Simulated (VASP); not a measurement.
Input of a VASP 6.6.1 run:

INCAR

```
SYSTEM = SiO2
PREC     = Accurate       ! precision mode
ENCUT    = 600            ! plane-wave cutoff, eV
EDIFF    = 1E-6           ! SCF threshold, eV
ISMEAR   = 0              ! smearing method
SIGMA    = 0.02           ! smearing width, eV
LREAL    = .False.        ! projectors in reciprocal space
LASPH    = .True.         ! aspherical terms in the spheres
NELM     = 120            ! most SCF steps
ALGO     = Normal         ! electronic algorithm
ISIF     = 2              ! what is computed and relaxed
LWAVE    = .False.        ! write WAVECAR
LCHARG   = .False.        ! write CHGCAR
GGA      = PE             ! functional
IVDW     = 12             ! dispersion correction
NBANDS   = 25             ! bands
GGA_COMPAT= .False.
```

Contents of KPOINTS:

```
Automatic mesh
0
Gamma
  10 10 4
  0 0 0
```

File POSCAR:

```
SiO2
1.0
    2.6540819832     -0.0005116489     -0.0445876803
   -1.3264264105      2.2990591943      0.0323664606
   -1.1882502855     -0.8022911447      8.2921724216
Si O
2 4
Direct
    0.8332198291      0.4166099145      0.2498325354
    0.1667801709      0.5833900855      0.7501674646
    0.4264855569      0.7132427785      0.1397301788
    0.2400486496      0.1200243248      0.3600756724
    0.5735144431      0.2867572215      0.8602698212
    0.7599513504      0.8799756752      0.6399243276
```

Potentials or basis: VASP PAW PBE potentials, release 64 (Si, O).

Launch:

```bash
$ cat potpaw_PBE.64/Si/POTCAR potpaw_PBE.64/O/POTCAR > POTCAR
$ mpirun -np 1 vasp_std > vasp.out
```

Problem. Estimate the dispersion energy per atom.

Solution. -0.216 eV.

Problem. What does it give for the band gap on the k mesh?

Solution. 6.34 eV (least direct gap 6.42 eV).

Problem. Estimate the largest force.

Solution. 0.012 eV/Å.

Problem. What does it give for the pressure?

Solution. 11.0 GPa.

Stress tensor (GPa, compression positive):
```
11.40  0.00 -0.02
 0.00 11.40  0.01
-0.02  0.01 10.26
```

Caveat: the cell stands under pressure. A k mesh can miss the band edges.
